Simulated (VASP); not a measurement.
# Sb3S2 (R-3m) in VASP: single point with PBE

Aim: the single point of Sb3S2 with PBE.

Program: VASP 6.6.1. These are calculated values, not measurements. Logs are shortened: lines on timing, memory, paths and dates and some standing lists are left out, and cuts for length are marked.

## Step 1: The cell of the first run

It takes space group R-3m (No. 166, trigonal). Conventional cell: a = 4.042 Å, b = 4.042 Å, c = 28.030 Å, α = 90.00°, β = 90.00°, γ = 120.00°. Sb (site symmetry -3m) has 6 S at 2.78 Å within 3.7 Å. Sb (site symmetry 3m) has 3 Sb at 2.88 Å and 3 S at 3.29 Å within 3.8 Å. S (site symmetry 3m) has 6 Sb at 2.78 to 3.29 Å and 9 S at 3.83 to 4.04 Å within 4.1 Å.

## Step 2: Single point, PBE

INCAR reads:

```
ALGO = Normal
EDIFF = 1E-6
ENCUT = 520
GGA = PE
ISIF = 2
ISMEAR = 0
LASPH = True
LCHARG = False
LREAL = False
LWAVE = False
NBANDS = 22
NELM = 100
PREC = Accurate
SIGMA = 0.1
```

KPOINTS reads:

```
k-points
0
Gamma
  12 12 12
```

POSCAR reads:

```
Sb3S2
1.0
    2.0211157033      1.1668916954      9.3434566271
   -2.0211157033      1.1668916954      9.3434566271
    0.0000000000     -2.3337833908      9.3434566271
Sb S
3 2
Direct
    0.0000000000      0.0000000000      0.0000000000
    0.1966225226      0.1966225226      0.1966225226
    0.8033774774      0.8033774774      0.8033774774
    0.3875353995      0.3875353995      0.3875353995
    0.6124646005      0.6124646005      0.6124646005
```

Potentials or basis: VASP PAW PBE potentials, release 64 (Sb, S).

Started as:

```console
$ cat potpaw_PBE.64/Sb/POTCAR potpaw_PBE.64/S/POTCAR > POTCAR
$ mpirun -np 1 vasp_std > vasp.out
```

OUTCAR:

```text
EDIFF = 1E-6
   ENCUT = 520
   GGA = PE
   ISIF = 2
   ISMEAR = 0
   LASPH = True
   LREAL = False
   NELM = 100
   PREC = Accurate

 ion  position               nearest neighbor table
   1  0.000  0.000  0.000-   5 2.78   5 2.78   4 2.78   4 2.78   5 2.78   4 2.78
   2  0.197  0.197  0.197-   3 2.88   3 2.88   3 2.88   5 3.29   5 3.29   5 3.29
   3  0.803  0.803  0.803-   2 2.88   2 2.88   2 2.88   4 3.29   4 3.29   4 3.29
   4  0.388  0.388  0.388-   1 2.78   1 2.78   1 2.78   3 3.29   3 3.29   3 3.29
   5  0.612  0.612  0.612-   1 2.78   1 2.78   1 2.78   2 3.29   2 3.29   2 3.29

  LATTYP: Found a trigonal (rhomboedric) cell.
 ALAT       =     9.6305101972
 COS(alpha) =     0.9119126069

  Lattice vectors:

 A1 = (   2.0211157033,   1.1668916954,   9.3434566271)
 A2 = (  -2.0211157033,   1.1668916954,   9.3434566271)
 A3 = (   0.0000000000,  -2.3337833908,   9.3434566271)

Analysis of symmetry for initial positions (statically):
=====================================================================
 Subroutine PRICEL returns:
 Original cell was already a primitive cell.

 Routine SETGRP: Setting up the symmetry group for a
 trigonal (rhombohedral) supercell.

 Subroutine GETGRP returns: Found 12 space group operations
 (whereof 12 operations were pure point group operations)
 out of a pool of 12 trial point group operations.

The static configuration has the point symmetry D_3d.

Analysis of symmetry for dynamics (positions and initial velocities):
=====================================================================
 Subroutine PRICEL returns:
 Original cell was already a primitive cell.

 Routine SETGRP: Setting up the symmetry group for a
 trigonal (rhombohedral) supercell.

 Subroutine GETGRP returns: Found 12 space group operations
 (whereof 12 operations were pure point group operations)
 out of a pool of 12 trial point group operations.

The dynamic configuration has the point symmetry D_3d.

 Subroutine INISYM returns: Found 12 space group operations
 (whereof 12 operations are pure point group operations),
 and found     1 'primitive' translations

----------------------------------------------------------------------------------------

                                     Primitive cell

  volume of cell :     132.2149

  direct lattice vectors                    reciprocal lattice vectors
     2.021115703  1.166891695  9.343456627     0.247388113  0.142829594  0.035675591
    -2.021115703  1.166891695  9.343456627    -0.247388113  0.142829594  0.035675591
     0.000000000 -2.333783391  9.343456627     0.000000000 -0.285659187  0.035675591

  length of vectors
     9.630510197  9.630510197  9.630510197     0.287878306  0.287878306  0.287878306

  position of ions in fractional coordinates (direct lattice)
     0.000000000  0.000000000  0.000000000
     0.196622523  0.196622523  0.196622523
     0.803377477  0.803377477  0.803377477
     0.387535400  0.387535400  0.387535400
     0.612464600  0.612464600  0.612464600

  ion indices of the primitive-cell ions
   primitive index   ion index
                 1           1
                 2           2
                 3           3
                 4           4
                 5           5

----------------------------------------------------------------------------------------

 KPOINTS: k-points

Automatic generation of k-mesh.
 Grid dimensions read from file:
 generate k-points for:   12   12   12

 Generating k-lattice:

  Cartesian coordinates                     Fractional coordinates (reciprocal lattice)
     0.020615676  0.011902466  0.002972966     0.083333333 -0.000000000  0.000000000
    -0.020615676  0.011902466  0.002972966    -0.000000000  0.083333333  0.000000000
     0.000000000 -0.023804932  0.002972966     0.000000000  0.000000000  0.083333333

  Length of vectors
     0.023989859  0.023989859  0.023989859

  Shift w.r.t. Gamma in fractional coordinates (k-lattice)
     0.000000000  0.000000000  0.000000000

 Subroutine IBZKPT returns following result:
 ===========================================

 Found    189 irreducible k-points:

 Following reciprocal coordinates:
            Coordinates               Weight
  0.000000  0.000000  0.000000      1.000000
  0.083333  0.000000  0.000000      6.000000
  0.166667  0.000000  0.000000      6.000000
  0.250000  0.000000  0.000000      6.000000
  0.333333  0.000000  0.000000      6.000000
  0.416667  0.000000  0.000000      6.000000
[... 16 lines left out ...]
  0.500000  0.166667  0.000000     12.000000
 -0.416667  0.166667 -0.000000     12.000000
 [... further k-points ...]
   k-points           NKPTS =    189   k-points in BZ     NKDIM =    189   number of bands    NBANDS=     22
   number of dos      NEDOS =    301   number of ions     NIONS =      5
   total plane-waves  NPLWV = 373248
   dimension x,y,z NGX =    72 NGY =   72 NGZ =   72
   dimension x,y,z NGXF=   144 NGYF=  144 NGZF=  144
   ions per type =               3   2
   NGX,Y,Z   is equivalent  to a cutoff of  12.43, 12.43, 12.43 a.u.
   NGXF,Y,Z  is equivalent  to a cutoff of  24.86, 24.86, 24.86 a.u.
 SYSTEM =  unknown system
   PREC   = accura    normal or accurate (medium, high low for compatibility)
   ISTART =      0    job   : 0-new  1-cont  2-samecut
   ICHARG =      2    charge: 1-file 2-atom 10-const
   ISPIN  =      1    spin polarized calculation?
   LNONCOLLINEAR =      F non collinear calculations
   LSORBIT =      F    spin-orbit coupling
   LASPH  =      T    aspherical Exc in radial PAW
   ENCUT  =  520.0 eV  38.22 Ry    6.18 a.u.  17.91 17.91 17.91*2*pi/ulx,y,z
   NELM   =    100;   NELMIN=  2; NELMDL= -5     # of ELM steps
   EDIFF  = 0.1E-05   stopping-criterion for ELM
   LREAL  =      F    real-space projection
   EDIFFG = 0.1E-04   stopping-criterion for IOM
   NSW    =      0    number of steps for IOM
   IBRION =     -1    ionic relax: 0-MD 1-quasi-New 2-CG
   NFREE  =      0    steps in history (QN), initial steepest desc. (CG)
   ISIF   =      2    stress and relaxation
   ISYM   =      2    0-nonsym 1-usesym 2-fastsym
   POTIM  = 0.5000    time-step for ionic-motion
   TEBEG  =    0.0;   TEEND  =   0.0 temperature during run
   PSTRESS=    0.0 pullay stress
   NELECT =      27.0000    total number of electrons
   NUPDOWN=      -1.0000    fix difference up-down
   EMIN   =  10.00;   EMAX   =-10.00  energy-range for DOS
   EFERMI =   0.00;   METHOD = LEGACY
   ISMEAR =     0;   SIGMA  =   0.10  broadening in eV -4-tet -1-fermi 0-gaus
   EFERMI_NEDOS =   21; number of points for ismear=-14 and -15
   IALGO  =     38    algorithm
   IMIX   =      4    mixing-type and parameters
     AMIX     =   0.40;   BMIX     =  1.00
     AMIX_MAG =   1.60;   BMIX_MAG =  1.00
  volume/ion in A,a.u.               =      26.44       178.45
  Fermi-wavevector in a.u.,A,eV,Ry     =   0.964057  1.821803 12.645327  0.929405
  Thomas-Fermi vector in A             =   2.093655
   LORBIT       =      0    0 simple, 1 ext, 2 COOP (PROOUT), +10 PAW based schemes
   GGA     = PE    functional components
   LHFCALC =     F    Hartree Fock is set to
   AEXX    =    0.0000 exact exchange contribution
   IVDW    =     0    specifies the selected vdW correction
   LEPSILON=     F    determine dielectric tensor
   LRPA    =     F    only Hartree local field effects (RPA)
 non-spin polarized calculation
 Gauss-broadening in eV      SIGMA  =   0.10
  energy-cutoff  :      520.00
  volume of cell :      132.21
 maximum number of plane-waves:      3589
   NGX = 35   NGY = 35   NGZ = 35

 number of electron      26.9999999 magnetization

 Free energy of the ion-electron system (eV)
  ---------------------------------------------------
  ext. energy  EPLUGINS =         0.00000000
  ---------------------------------------------------
  free energy    TOTEN  =       -20.95899736 eV

  energy without entropy =      -20.94430808  energy(sigma->0) =      -20.95165272

 E-fermi :   5.8709     XC(G=0):  -9.5135

 val. band max:        5.8708313926   @ k =   0.3333   0.3333   0.3333
 cond. band min:       5.8712779772   @ k =  -0.1667   0.1667   0.0833
 fundamental gap:      0.0004465846
 Fermi energy:         5.8709317757

 k-point     1 :       0.0000    0.0000    0.0000
  band No.  band energies     occupation
      1      -7.9596      2.00000
      2      -6.5570      2.00000
      3      -5.6720      2.00000
      4      -1.5189      2.00000
      5      -0.7398      2.00000
      6       3.6455      2.00000
[... 14 lines left out ...]
     21      12.1166      0.00000
     22      12.7858      0.00000

 k-point     2 :       0.0833    0.0000    0.0000
  band No.  band energies     occupation
      1      -7.8996      2.00000
      2      -6.5285      2.00000
      3      -5.5930      2.00000
      4      -1.5943      2.00000
      5      -0.7298      2.00000
      6       3.0118      2.00000
[... 14 lines left out ...]
     21      11.8668      0.00000
     22      12.1283      0.00000

 k-point     3 :       0.1667    0.0000    0.0000
  band No.  band energies     occupation
      1      -7.7237      2.00000
      2      -6.4497      2.00000
      3      -5.3599      2.00000
      4      -1.8325      2.00000
      5      -0.7331      2.00000
      6       2.3423      2.00000
[... 14 lines left out ...]
     21      11.1059      0.00000
     22      11.9825      0.00000

 k-point     4 :       0.2500    0.0000    0.0000
  band No.  band energies     occupation
      1      -7.4454      2.00000
      2      -6.3424      2.00000
      3      -4.9853      2.00000
      4      -2.2333      2.00000
      5      -0.8487      2.00000
      6       1.7419      2.00000
[... 14 lines left out ...]
     21      10.6214      0.00000
     22      12.5690      0.00000

 k-point     5 :       0.3333    0.0000    0.0000
  band No.  band energies     occupation
      1      -7.0938      2.00000
      2      -6.2506      2.00000
      3      -4.4996      2.00000
      4      -2.7106      2.00000
      5      -1.1999      2.00000
      6       1.0865      2.00000
[... 14 lines left out ...]
     21      10.5600      0.00000
     22      12.3547      0.00000

 k-point     6 :       0.4167    0.0000    0.0000
  band No.  band energies     occupation
      1      -6.7275      2.00000
      2      -6.2398      2.00000
      3      -4.0058      2.00000
      4      -3.0616      2.00000
      5      -1.7606      2.00000
      6       0.6329      2.00000
[... 14 lines left out ...]
     21      10.4836      0.00000
     22      12.0157      0.00000

 k-point     7 :       0.5000    0.0000    0.0000
  band No.  band energies     occupation
      1      -6.4942      2.00000
      2      -6.3197      2.00000
      3      -3.8030      2.00000
      4      -3.0884      2.00000
      5      -2.1295      2.00000
      6       0.4826      2.00000
[... 324 lines left out ...]
      6       2.1207      2.00000
[... 14 lines left out ...]
     21      11.0441      0.00000
     22      11.6108      0.00000

 k-point    21 :       0.3333    0.1667    0.0000
  band No.  band energies     occupation
      1      -7.2841      2.00000
      2      -6.2979      2.00000
      3      -4.7561      2.00000
      4      -2.4063      2.00000
      5      -1.0499      2.00000
      6       1.7180      2.00000
[... 14 lines left out ...]
     21      11.0873      0.00000
     22      11.2405      0.00000

 k-point    22 :       0.4167    0.1667    0.0000
  band No.  band energies     occupation
      1      -6.9523      2.00000
      2      -6.2126      2.00000
      3      -4.2896      2.00000
      4      -2.8252      2.00000
      5      -1.4178      2.00000
      6       1.2509      2.00000
[... 14 lines left out ...]
     21      11.1010      0.00000
     22      11.8958      0.00000

 k-point    23 :       0.5000    0.1667    0.0000
  band No.  band energies     occupation
      1      -6.6156      2.00000
      2      -6.1947      2.00000
      3      -3.8030      2.00000
      4      -3.1482      2.00000
      5      -1.9230      2.00000
      6       0.8572      2.00000
[... 14 lines left out ...]
     21      11.2645      0.00000
     22      11.5611      0.00000

 k-point    24 :      -0.4167    0.1667   -0.0000
  band No.  band energies     occupation
      1      -6.4125      2.00000
      2      -6.2534      2.00000
      3      -3.5911      2.00000
      4      -3.1895      2.00000
      5      -2.2460      2.00000
      6       0.6676      2.00000
[... 14 lines left out ...]
     21      11.0983      0.00000
     22      11.6797      0.00000

 [... further k-points ...]

------------------------ aborting loop because EDIFF is reached ----------------------------------------

  FORCE on cell =-STRESS in cart. coord.  units (eV):
  Direction    XX          YY          ZZ          XY          YZ          ZX
  --------------------------------------------------------------------------------------
  -------------------------------------------------------------------------------------
  Total       -0.0837470     -0.0837470     -0.0681852     -0.0000000     -0.0000000      0.0000000
  in kB       -1.0148445     -1.0148445     -0.8262667     -0.0000000     -0.0000000      0.0000000
  external PRESSURE =      -0.9519853 kB  Pullay stress =       0.0000000 kB

 VOLUME and BASIS-vectors are now :
 -----------------------------------------------------------------------------
  energy-cutoff  :      520.00
  volume of cell :      132.21
      direct lattice vectors                 reciprocal lattice vectors
     2.021115703  1.166891695  9.343456627     0.247388113  0.142829594  0.035675591
    -2.021115703  1.166891695  9.343456627    -0.247388113  0.142829594  0.035675591
     0.000000000 -2.333783391  9.343456627     0.000000000 -0.285659187  0.035675591

 POSITION                                       TOTAL-FORCE (eV/Angst)
 -----------------------------------------------------------------------------------
      0.00000      0.00000      0.00000         0.000000      0.000000      0.000000
      0.00000      0.00000      5.51140         0.000000      0.000000      0.038669
      0.00000      0.00000     22.51897         0.000000     -0.000000     -0.038669
      0.00000      0.00000     10.86276         0.000000     -0.000000     -0.009273
      0.00000      0.00000     17.16761         0.000000      0.000000      0.009273
 -----------------------------------------------------------------------------------
    total drift:                                0.000000      0.000000     -0.000000

  FREE ENERGIE OF THE ION-ELECTRON SYSTEM (eV)
  ---------------------------------------------------
  free  energy   TOTEN  =       -20.9589973561 eV

  energy  without entropy=      -20.9443080770  energy(sigma->0) =      -20.95165272
```

Wall time 25 min (1 thread of Intel Xeon Platinum 8559C (Emerald Rapids), shared host); peak memory 1 GiB.

What came out:

```yaml
Free_energy: -20.9590 eV
Pressure: -0.1 GPa
Largest_force: 0.039 eV/Å
Band_gap_on_the_k_mesh: zero (an odd number of electrons rules out a gap without spin polarisation)
```

Forces on the atoms (eV/Å):
```
Sb   0.000  0.000  0.000
Sb   0.000  0.000  0.039
Sb   0.000  0.000 -0.039
S    0.000  0.000 -0.009
S    0.000  0.000  0.009
```

Caveat: spin-orbit coupling is left out, which moves the levels of the heavy elements; an odd number of electrons without spin polarisation forces a metal; a magnetic or distorted state may lie lower.
